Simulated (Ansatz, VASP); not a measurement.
Two plane-wave programs on K

```
CELL_PARAMETERS angstrom
4.31121 0.00000 0.00000
0.00000 4.31121 0.00000
0.00000 0.00000 4.31121
ATOMIC_POSITIONS crystal
K 0.00000 0.00000 0.00000
```

Alike in both runs: functional PBE; k mesh 14 × 14 × 14; occupations gaussian, width 0.1 eV; no spin polarisation.

Ansatz relaxed the structure, and its values are those at the end. VASP's run is a single point on that final structure, the one shown.

|  | VASP | Ansatz |
| --- | --- | --- |
| version | VASP 6.6.1 | Ansatz 0.2.0 |
| potentials or method | VASP PAW PBE potentials, release 64 (K_sv), cutoff 520 eV | scalar-relativistic, plane waves, PAW |
| valence electrons in the cell | 9 | 9 |

```tsv
	VASP	Ansatz	Ansatz less VASP
gap on the k mesh at the Fermi level (eV)	none	none	-
pressure (GPa)	0.0	0.0	+0.01
```

A gap of «none» marks a metal or a gap that the smearing closes.
